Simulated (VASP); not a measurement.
# Al3As2 (P-3m1) in VASP: a series of runs

Al3As2 is run at these levels: PBE; tasks: single point, relaxation of cell and atoms.

Program: VASP 6.6.1. These are calculated values, not measurements. Logs are shortened: lines on timing, memory, paths and dates and some standing lists are left out, and cuts for length are marked.

### 1 The cell of the first run

Symmetry: P-3m1, No. 164, trigonal system. The conventional cell has a = 3.738 Å, b = 3.738 Å, c = 8.074 Å, α = 90.00°, β = 90.00°, γ = 120.00°. Al (site symmetry -3m) has 6 As at 2.67 Å within 3.5 Å. Al (site symmetry 3m) has 4 As at 2.61 to 3.47 Å and 3 Al at 2.94 Å within 3.5 Å. Within 3.5 Å of As (site symmetry 3m) lie 7 Al at 2.61 to 3.47 Å.

### 2 Single point, PBE

The input, INCAR:

```
ALGO     = Fast           # electronic algorithm
EDIFF    = 1E-6           # SCF threshold, eV
ENCUT    = 520            # plane-wave cutoff, eV
GGA      = PE             # functional
ISIF     = 2              # what is computed and relaxed
ISMEAR   = 0              # smearing method
LASPH    = T              # aspherical terms in the spheres
LCHARG   = F              # write CHGCAR
LREAL    = F              # projectors in reciprocal space
LWAVE    = F              # write WAVECAR
NBANDS   = 18             # bands
NELM     = 100            # most SCF steps
PREC     = Accurate       # precision mode
SIGMA    = 0.1            # smearing width, eV
```

The input, KPOINTS:

```
k-points
0
Gamma
  12 12 6
```

The input, POSCAR:

```
Al3As2
1.0
    3.7376859782      0.0000000000      0.0000000000
   -1.8688429891      3.2369310085      0.0000000000
    0.0000000000      0.0000000000      8.0738329286
Al As
3 2
Direct
    0.0000000000      0.0000000000      0.0000000000
    0.3333333333      0.6666666667      0.6240173119
    0.6666666667      0.3333333333      0.3759826881
    0.3333333333      0.6666666667      0.1946511459
    0.6666666667      0.3333333333      0.8053488541
```

Potentials or basis: VASP PAW PBE potentials, release 64 (Al, As).

Run with:

```console
> cat potpaw_PBE.64/Al/POTCAR potpaw_PBE.64/As/POTCAR > POTCAR
> mpirun -np 1 vasp_std > vasp.out
```

OUTCAR:

```text
EDIFF = 1E-6
   ENCUT = 520
   GGA = PE
   ISIF = 2
   ISMEAR = 0
   LASPH = T
   LREAL = F
   NELM = 100
   PREC = Accurate

 ion  position               nearest neighbor table
   1  0.000  0.000  0.000-   4 2.67   5 2.67   5 2.67   4 2.67   5 2.67   4 2.67
   2  0.333  0.667  0.624-   5 2.61   5 2.61   5 2.61   3 2.94   3 2.94   3 2.94
   3  0.667  0.333  0.376-   4 2.61   4 2.61   4 2.61   2 2.94   2 2.94   2 2.94
   4  0.333  0.667  0.195-   3 2.61   3 2.61   3 2.61   1 2.67   1 2.67   1 2.67
   5  0.667  0.333  0.805-   2 2.61   2 2.61   2 2.61   1 2.67   1 2.67   1 2.67

  LATTYP: Found a hexagonal cell.
 ALAT       =     3.7376859782
 C/A-ratio  =     2.1601153697

  Lattice vectors:

 A1 = (   3.7376859782,   0.0000000000,   0.0000000000)
 A2 = (  -1.8688429891,   3.2369310085,   0.0000000000)
 A3 = (   0.0000000000,   0.0000000000,   8.0738329286)

Analysis of symmetry for initial positions (statically):
=====================================================================
 Subroutine PRICEL returns:
 Original cell was already a primitive cell.

 Routine SETGRP: Setting up the symmetry group for a
 hexagonal supercell.

 Subroutine GETGRP returns: Found 12 space group operations
 (whereof 12 operations were pure point group operations)
 out of a pool of 24 trial point group operations.

The static configuration has the point symmetry D_3d.

Analysis of symmetry for dynamics (positions and initial velocities):
=====================================================================
 Subroutine PRICEL returns:
 Original cell was already a primitive cell.

 Routine SETGRP: Setting up the symmetry group for a
 hexagonal supercell.

 Subroutine GETGRP returns: Found 12 space group operations
 (whereof 12 operations were pure point group operations)
 out of a pool of 24 trial point group operations.

The dynamic configuration has the point symmetry D_3d.

 Subroutine INISYM returns: Found 12 space group operations
 (whereof 12 operations are pure point group operations),
 and found     1 'primitive' translations

----------------------------------------------------------------------------------------

                                     Primitive cell

  volume of cell :      97.6823

  direct lattice vectors                    reciprocal lattice vectors
     3.737685978  0.000000000  0.000000000     0.267545215  0.154467302  0.000000000
    -1.868842989  3.236931009  0.000000000     0.000000000  0.308934604  0.000000000
     0.000000000  0.000000000  8.073832929     0.000000000  0.000000000  0.123856910

  length of vectors
     3.737685978  3.737685978  8.073832929     0.308934604  0.308934604  0.123856910

  position of ions in fractional coordinates (direct lattice)
     0.000000000  0.000000000  0.000000000
     0.333333333  0.666666667  0.624017312
     0.666666667  0.333333333  0.375982688
     0.333333333  0.666666667  0.194651146
     0.666666667  0.333333333  0.805348854

  ion indices of the primitive-cell ions
   primitive index   ion index
                 1           1
                 2           2
                 3           3
                 4           4
                 5           5

----------------------------------------------------------------------------------------

 KPOINTS: k-points

Automatic generation of k-mesh.
 Grid dimensions read from file:
 generate k-points for:   12   12    6

 Generating k-lattice:

  Cartesian coordinates                     Fractional coordinates (reciprocal lattice)
     0.022295435  0.012872275  0.000000000     0.083333333  0.000000000  0.000000000
     0.000000000  0.025744550  0.000000000     0.000000000  0.083333333  0.000000000
     0.000000000  0.000000000  0.020642818     0.000000000  0.000000000  0.166666667

  Length of vectors
     0.025744550  0.025744550  0.020642818

  Shift w.r.t. Gamma in fractional coordinates (k-lattice)
     0.000000000  0.000000000  0.000000000

 Subroutine IBZKPT returns following result:
 ===========================================

 Found    100 irreducible k-points:

 Following reciprocal coordinates:
            Coordinates               Weight
  0.000000  0.000000  0.000000      1.000000
  0.083333  0.000000  0.000000      6.000000
  0.166667  0.000000  0.000000      6.000000
  0.250000  0.000000  0.000000      6.000000
  0.333333  0.000000  0.000000      6.000000
  0.416667  0.000000  0.000000      6.000000
[... 16 lines left out ...]
  0.166667  0.000000  0.166667      6.000000
  0.000000  0.166667  0.166667      6.000000
 [... further k-points ...]
   k-points           NKPTS =    100   k-points in BZ     NKDIM =    100   number of bands    NBANDS=     18
   number of dos      NEDOS =    301   number of ions     NIONS =      5
   total plane-waves  NPLWV =  47040
   dimension x,y,z NGX =    28 NGY =   28 NGZ =   60
   dimension x,y,z NGXF=    56 NGYF=   56 NGZF=  120
   ions per type =               3   2
   NGX,Y,Z   is equivalent  to a cutoff of  12.45, 12.45, 12.35 a.u.
   NGXF,Y,Z  is equivalent  to a cutoff of  24.91, 24.91, 24.71 a.u.
 SYSTEM =  unknown system
   PREC   = accura    normal or accurate (medium, high low for compatibility)
   ISTART =      0    job   : 0-new  1-cont  2-samecut
   ICHARG =      2    charge: 1-file 2-atom 10-const
   ISPIN  =      1    spin polarized calculation?
   LNONCOLLINEAR =      F non collinear calculations
   LSORBIT =      F    spin-orbit coupling
   LASPH  =      T    aspherical Exc in radial PAW
   ENCUT  =  520.0 eV  38.22 Ry    6.18 a.u.   6.95  6.95 15.01*2*pi/ulx,y,z
   NELM   =    100;   NELMIN=  2; NELMDL= -5     # of ELM steps
   EDIFF  = 0.1E-05   stopping-criterion for ELM
   LREAL  =      F    real-space projection
   EDIFFG = 0.1E-04   stopping-criterion for IOM
   NSW    =      0    number of steps for IOM
   IBRION =     -1    ionic relax: 0-MD 1-quasi-New 2-CG
   NFREE  =      0    steps in history (QN), initial steepest desc. (CG)
   ISIF   =      2    stress and relaxation
   ISYM   =      2    0-nonsym 1-usesym 2-fastsym
   POTIM  = 0.5000    time-step for ionic-motion
   TEBEG  =    0.0;   TEEND  =   0.0 temperature during run
   PSTRESS=    0.0 pullay stress
   NELECT =      19.0000    total number of electrons
   NUPDOWN=      -1.0000    fix difference up-down
   EMIN   =  10.00;   EMAX   =-10.00  energy-range for DOS
   EFERMI =   0.00;   METHOD = LEGACY
   ISMEAR =     0;   SIGMA  =   0.10  broadening in eV -4-tet -1-fermi 0-gaus
   EFERMI_NEDOS =   21; number of points for ismear=-14 and -15
   IALGO  =     68    algorithm
   IMIX   =      4    mixing-type and parameters
     AMIX     =   0.40;   BMIX     =  1.00
     AMIX_MAG =   1.60;   BMIX_MAG =  1.00
  volume/ion in A,a.u.               =      19.54       131.84
  Fermi-wavevector in a.u.,A,eV,Ry     =   0.948536  1.792474 12.241453  0.899721
  Thomas-Fermi vector in A             =   2.076734
   LORBIT       =      0    0 simple, 1 ext, 2 COOP (PROOUT), +10 PAW based schemes
   GGA     = PE    functional components
   LHFCALC =     F    Hartree Fock is set to
   AEXX    =    0.0000 exact exchange contribution
   IVDW    =     0    specifies the selected vdW correction
   LEPSILON=     F    determine dielectric tensor
   LRPA    =     F    only Hartree local field effects (RPA)
 non-spin polarized calculation
 RMM-DIIS sequential band-by-band and
 Gauss-broadening in eV      SIGMA  =   0.10
  energy-cutoff  :      520.00
  volume of cell :       97.68
 maximum number of plane-waves:      2648
   NGX = 13   NGY = 13   NGZ = 31

 number of electron      19.0000000 magnetization

 Free energy of the ion-electron system (eV)
  ---------------------------------------------------
  ext. energy  EPLUGINS =         0.00000000
  ---------------------------------------------------
  free energy    TOTEN  =       -20.80870520 eV

  energy without entropy =      -20.79776746  energy(sigma->0) =      -20.80323633

 E-fermi :   5.9337     XC(G=0):  -9.8595

 val. band max:        5.9332087034   @ k =   0.4167   0.0833   0.1667
 cond. band min:       5.9449446081   @ k =   0.3333   0.3333   0.1667
 fundamental gap:      0.0117359047
 Fermi energy:         5.9336700026

 k-point     1 :       0.0000    0.0000    0.0000
  band No.  band energies     occupation
      1      -6.9759      2.00000
      2      -5.8614      2.00000
      3      -1.9758      2.00000
      4       2.7542      2.00000
      5       3.0054      2.00000
      6       5.5744      2.00000
[... 10 lines left out ...]
     17      11.8764      0.00000
     18      12.2457      0.00000

 k-point     2 :       0.0833    0.0000    0.0000
  band No.  band energies     occupation
      1      -6.8949      2.00000
      2      -5.7917      2.00000
      3      -1.8822      2.00000
      4       2.7797      2.00000
      5       3.0101      2.00000
      6       4.7876      2.00000
[... 10 lines left out ...]
     17      11.5176      0.00000
     18      12.0708      0.00000

 k-point     3 :       0.1667    0.0000    0.0000
  band No.  band energies     occupation
      1      -6.6560      2.00000
      2      -5.5899      2.00000
      3      -1.6030      2.00000
      4       2.5593      2.00000
      5       2.8994      2.00000
      6       3.7497      2.00000
[... 10 lines left out ...]
     17      11.4602      0.00000
     18      12.4439      0.00000

 k-point     4 :       0.2500    0.0000    0.0000
  band No.  band energies     occupation
      1      -6.2737      2.00000
      2      -5.2826      2.00000
      3      -1.1445      2.00000
      4       1.4744      2.00000
      5       2.2664      2.00000
      6       3.5056      2.00000
[... 375 lines left out ...]
      4       1.7023      2.00000
      5       4.0339      2.00000
      6       4.9050      2.00000
[... 10 lines left out ...]
     17      11.6351      0.00000
     18      11.8738      0.00000

 k-point    23 :       0.1667    0.0000    0.1667
  band No.  band energies     occupation
      1      -6.6293      2.00000
      2      -5.6483      2.00000
      3      -1.4184      2.00000
      4       1.7337      2.00000
      5       3.4559      2.00000
      6       3.6451      2.00000
[... 10 lines left out ...]
     17      11.6351      0.00000
     18      12.2105      0.00000

 k-point    24 :       0.0000    0.1667    0.1667
  band No.  band energies     occupation
      1      -6.6296      2.00000
      2      -5.6475      2.00000
      3      -1.4253      2.00000
      4       1.8457      2.00000
      5       2.9853      2.00000
      6       4.0155      2.00000
[... 10 lines left out ...]
     17      11.5494      0.00000
     18      11.7747      0.00000

 [... further k-points ...]

------------------------ aborting loop because EDIFF is reached ----------------------------------------

  FORCE on cell =-STRESS in cart. coord.  units (eV):
  Direction    XX          YY          ZZ          XY          YZ          ZX
  --------------------------------------------------------------------------------------
  -------------------------------------------------------------------------------------
  Total        0.0971687      0.0971687      0.0865357      0.0000000     -0.0000000      0.0000000
  in kB        1.5937532      1.5937532      1.4193511      0.0000000     -0.0000000      0.0000000
  external PRESSURE =       1.5356192 kB  Pullay stress =       0.0000000 kB

 VOLUME and BASIS-vectors are now :
 -----------------------------------------------------------------------------
  energy-cutoff  :      520.00
  volume of cell :       97.68
      direct lattice vectors                 reciprocal lattice vectors
     3.737685978  0.000000000  0.000000000     0.267545215  0.154467302  0.000000000
    -1.868842989  3.236931009  0.000000000     0.000000000  0.308934604  0.000000000
     0.000000000  0.000000000  8.073832929     0.000000000  0.000000000  0.123856910

 POSITION                                       TOTAL-FORCE (eV/Angst)
 -----------------------------------------------------------------------------------
      0.00000      0.00000      0.00000         0.000000      0.000000      0.000000
     -0.00000      2.15795      5.03821        -0.000000     -0.000000     -0.019561
      1.86884      1.07898      3.03562        -0.000000      0.000000      0.019561
     -0.00000      2.15795      1.57158        -0.000000      0.000000     -0.001869
      1.86884      1.07898      6.50225         0.000000     -0.000000      0.001869
 -----------------------------------------------------------------------------------
    total drift:                                0.000000     -0.000000     -0.000000

  FREE ENERGIE OF THE ION-ELECTRON SYSTEM (eV)
  ---------------------------------------------------
  free  energy   TOTEN  =       -20.8087052005 eV

  energy  without entropy=      -20.7977674642  energy(sigma->0) =      -20.80323633
```

It took 61 s on 1 thread of Intel Xeon 6975P-C (Granite Rapids), shared host; peak memory 0.31 GiB.

What came out:

```yaml
Free_energy: -20.8087 eV
Pressure: 0.2 GPa
Largest_force: 0.020 eV/Å
Band_gap_on_the_k_mesh: zero (an odd number of electrons rules out a gap without spin polarisation)
```

Forces in eV/Å, atoms in the order of the input:
```
Al   0.000  0.000  0.000
Al   0.000  0.000 -0.020
Al   0.000  0.000  0.020
As   0.000  0.000 -0.002
As   0.000  0.000  0.002
```

### 3 Relaxation of cell and atoms, PBE

This run uses another cell than the first one, of 20.78 Å³/atom.

The input, INCAR:

```
SYSTEM = Al3As2
  ALGO = Fast
  EDIFF = 1E-7
  EDIFFG = -0.01
  ENCUT = 600
  GGA = PE
  IBRION = 2
  ISIF = 3
  ISMEAR = 0
  LASPH = .True.
  LCHARG = .False.
  LREAL = .False.
  LWAVE = .False.
  NELM = 100
  NSW = 100
  PREC = Accurate
  SIGMA = 0.1
```

The input, KPOINTS:

```
k-points
0
Gamma
  12 12 6
  0 0 0
```

The input, POSCAR:

```
Al3As2
1.0
    4.1754226045      0.0000000000      0.0000000000
   -2.0877113023      3.6160220471      0.0000000000
    0.0000000000      0.0000000000      6.8809827378
Al As
3 2
Direct
    0.0000000000      0.0000000000      0.0000000000
    0.3333333333      0.6666666667      0.6283380424
    0.6666666667      0.3333333333      0.3716619576
    0.3333333333      0.6666666667      0.2348851272
    0.6666666667      0.3333333333      0.7651148728
```

Potentials or basis: VASP PAW PBE potentials, release 64 (Al, As).

Run with:

```console
> cat potpaw_PBE.64/Al/POTCAR potpaw_PBE.64/As/POTCAR > POTCAR
> mpirun -np 1 vasp_std > vasp.out
```

It took 4.4 min on 1 thread of Intel Xeon 6975P-C (Granite Rapids), shared host; peak memory 0.38 GiB.

It converged, with:

```
Free energy                           : -20.4589 eV
Relaxed volume                        : 20.78 Å³/atom
Relaxed cell                          : a = 4.180 Å, b = 4.180 Å, c = 6.868 Å, α = 90.00°, β = 90.00°, γ = 120.00°
Space group after relaxing (to 0.1 Å) : P-3m1 (No. 164)
Energy gained by relaxing             : 0.1 meV/atom
Ionic steps                           : 8
Pressure after relaxing               : 0.0 GPa
Largest force after relaxing          : 0.010 eV/Å
Band gap on the k mesh                : zero (an odd number of electrons rules out a gap without spin polarisation)
```

Forces in eV/Å, atoms in the order of the input:
```
Al   0.000  0.000  0.000
Al   0.000  0.000  0.000
Al   0.000  0.000  0.000
As   0.000  0.000 -0.010
As   0.000  0.000  0.010
```

The path:
```
step  energy change (eV)  largest force (eV/Å)  pressure (GPa)  volume (Å³)
   1              0.0000                0.0347            0.12       103.89
   2             -0.0002                0.0233           -0.03       104.13
   3             -0.0002                0.0188           -0.08       104.22
   4             -0.0004                0.0092           -0.06       104.15
   5             -0.0004                0.0116           -0.01       104.01
   6             -0.0004                0.0109           -0.02       104.04
   7             -0.0004                0.0101            0.00       103.98
   8             -0.0005                0.0095            0.02       103.92
```

Final structure:
```
Al As
1.0
     4.18003    0.00000    0.00000
    -2.09002    3.62002    0.00000
     0.00000    0.00000    6.86794
Al As
3 2
Direct
  0.00000 0.00000 0.00000
  0.33333 0.66667 0.62744
  0.66667 0.33333 0.37256
  0.33333 0.66667 0.23417
  0.66667 0.33333 0.76583
```

Levels at points of the mesh, in eV from the Fermi level:
| k point | band 5 | band 6 | band 7 | band 8 | band 9 | band 10 | band 11 | band 12 | band 13 |
| --- | --- | --- | --- | --- | --- | --- | --- | --- | --- |
| (0.00, 0.00, 0.00) | -2.80 | -1.94 | -1.94 | -1.91 | -1.89 | -1.22 | 1.37 | 1.37 | 1.94 |
| (0.50, 0.00, 0.00) | -5.36 | -4.76 | -4.18 | -2.64 | -1.79 | -0.17 | 0.36 | 0.99 | 2.90 |
| (0.00, 0.00, 0.50) | -2.61 | -2.61 | -2.15 | -2.15 | -0.84 | -0.23 | 1.00 | 1.00 | 1.36 |
| (0.50, 0.00, 0.50) | -4.05 | -3.69 | -3.48 | -3.42 | -2.42 | -0.88 | -0.54 | 0.85 | 3.01 |
